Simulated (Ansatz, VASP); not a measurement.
# Two plane-wave programs on RbBr2

```
CELL_PARAMETERS angstrom
0.00000 4.03986 4.03986
4.03986 0.00000 4.03986
4.03986 4.03986 0.00000
ATOMIC_POSITIONS crystal
Rb 0.00000 0.00000 0.00000
Br 0.25000 0.25000 0.25000
Br 0.75000 0.75000 0.75000
```

Alike in both runs: functional PBE; k mesh 4 × 4 × 4; occupations gaussian, width 0.1 eV; no spin polarisation.

Ansatz relaxed the structure, and its values are those at the end. VASP's run is a single point on that final structure, the one shown.

|  | VASP | Ansatz |
| --- | --- | --- |
| version | VASP 6.6.1 | Ansatz 0.2.0 |
| potentials or method | VASP PAW PBE potentials, release 64 (Rb_sv, Br), cutoff 520 eV | scalar-relativistic, plane waves, PAW |
| valence electrons in the cell | 23 | 23 |

|  | VASP | Ansatz | Ansatz less VASP |
| --- | --- | --- | --- |
| gap on the k mesh at the Fermi level (eV) | none | none | - |
| pressure (GPa) | 0.0 | 0.0 | -0.02 |

A gap of «none» marks a metal or a gap that the smearing closes. With one functional, cell and mesh, what is left measures potentials, basis and numerics.
